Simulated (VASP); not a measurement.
Here is a VASP 6.6.1 calculation.

The input INCAR:

```
SYSTEM = MgI2
ALGO     = Normal         ! electronic algorithm
EDIFF    = 1E-7           ! SCF threshold, eV
ENCUT    = 520            ! plane-wave cutoff, eV
GGA      = PS             ! functional
ISIF     = 2              ! what is computed and relaxed
ISMEAR   = 0              ! smearing method
LASPH    = .TRUE.         ! aspherical terms in the spheres
LCHARG   = .FALSE.        ! write CHGCAR
LREAL    = .FALSE.        ! projectors in reciprocal space
LWAVE    = .FALSE.        ! write WAVECAR
NBANDS   = 15             ! bands
NELM     = 100            ! most SCF steps
PREC     = Accurate       ! precision mode
SIGMA    = 0.02           ! smearing width, eV
```

Contents of KPOINTS:

```
k-points
0
G
  6 6 4
  0 0 0
```

File POSCAR:

```
MgI2
1.0
    4.4430468719      0.0000000000      0.0000000000
   -2.2215234359      3.6581825313     -0.1438883930
    0.0000000000     -0.2744800000      7.0927690600
Mg I
1 2
Direct
    0.0000000000      0.0000000000      0.0000000000
    0.3322068172      0.6644136345      0.7308837348
    0.6677931828      0.3355863655      0.2691162652
```

Potentials or basis: VASP PAW PBE potentials, release 64 (Mg, I).

Command:

```sh
$ cat potpaw_PBE.64/Mg/POTCAR potpaw_PBE.64/I/POTCAR > POTCAR
$ mpirun -np 1 vasp_std > vasp.out
```

(1) Estimate the band gap on the k mesh.

(2) What does it give for the largest force?

Results:

(1) 2.48 eV, direct.

(2) 1.109 eV/Å.

Caveat: the cell differs from its parent crystal (strained and its atoms moved); the PAW data sets were made with another functional, which shifts forces and pressure a little; spin-orbit coupling is left out, which moves the levels of the heavy elements.
